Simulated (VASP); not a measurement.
A run of VASP 6.6.1 is set up as follows.

The input INCAR:

```
SYSTEM = WC
PREC = Accurate
ENCUT = 520
EDIFF = 1E-6
ISMEAR = -1
SIGMA = 0.24
LREAL = Auto
LASPH = .True.
NELM = 60
ALGO = Normal
ISIF = 2
LWAVE = .False.
LCHARG = .False.
GGA = PS
NBANDS = 86
```

Contents of KPOINTS:

```
regular mesh
0
Gamma
  3 3 3
  0 0 0
```

The input POSCAR:

```
WC
1.0
   -2.9530380000     -5.1148120000      0.0000000000
    4.4295570000     -2.5574060000      0.0000000000
    0.0000000000      0.0000000000      5.7734360000
W C
8 8
Direct
    0.7686745286      0.5763161175      0.0104963491
    0.7561714255      0.5754758216      0.5153083883
    0.5132651494      0.0732559690      0.0247166505
    0.5145107034      0.0851935438      0.5167979692
    0.2658619463      0.5754526762      0.0043821392
    0.2621053738      0.5829267190      0.5192748304
    0.0309461690      0.0679267053      0.0240931050
    0.0093406399      0.0911565794      0.5081202944
    0.5218566798      0.7437228160      0.2780493280
    0.5274254663      0.7368473742      0.7798822053
    0.2843380507      0.2592722181      0.2594642081
    0.2704587387      0.2335391401      0.7671341641
    0.0277327137      0.7444075689      0.2615253724
    0.0133119409      0.7550666280      0.7643455301
    0.7788080558      0.2352943609      0.2644872135
    0.7668359979      0.2579481067      0.7661988459
```

Potentials or basis: VASP PAW PBE potentials, release 64 (W_sv, C).

The run is started by

```console
$ cat potpaw_PBE.64/W_sv/POTCAR potpaw_PBE.64/C/POTCAR > POTCAR
$ mpirun -np 1 vasp_std > vasp.out
```

Task: Estimate the pressure.

Result: -17.4 GPa.

Task: Predict the largest force.

Result: 2.771 eV/Å.

Stress tensor (GPa, compression positive):
```
-14.42   0.83  -0.67
  0.83 -16.79  -0.20
 -0.67  -0.20 -21.02
```

Caveat: the k points lie up to 0.41 Å⁻¹ apart; the PAW data sets were made with another functional, which shifts forces and pressure a little.
